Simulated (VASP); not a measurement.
Here is a VASP 6.6.1 calculation.

INCAR

```
SYSTEM = Ca
PREC = Accurate
ENCUT = 500
EDIFF = 1E-6
ISMEAR = 0
SIGMA = 0.1
LREAL = .FALSE.
LASPH = .TRUE.
NELM = 120
ALGO = Normal
ISIF = 2
LWAVE = .FALSE.
LCHARG = .FALSE.
GGA = PS
NBANDS = 11
ISYM = 0
GGA_COMPAT = .FALSE.
```

The input KPOINTS:

```
Automatic mesh
0
G
  10 10 11
  0 0 0
```

The input POSCAR:

```
Ca
1.0
    3.7438396784      0.0000000000      0.0000000000
   -1.2479465595      3.5297258990      0.0000000000
    1.2479465595      1.7648629495      3.0568322969
Ca
1
Direct
    0.0000000000      0.0000000000      0.0000000000
```

Potentials or basis: VASP PAW PBE potentials, release 64 (Ca_sv).

Run with:

```bash
$ cat potpaw_PBE.64/Ca_sv/POTCAR > POTCAR
$ mpirun -np 1 vasp_std > vasp.out
```

(1) Estimate the band gap on the k mesh.

(2) Predict the pressure.

## Answers

(1) zero (bands 5 and 6 overlap by 0.22 eV).

(2) 0.0 GPa.

Caveat: the PAW data sets were made with another functional, which shifts forces and pressure a little.
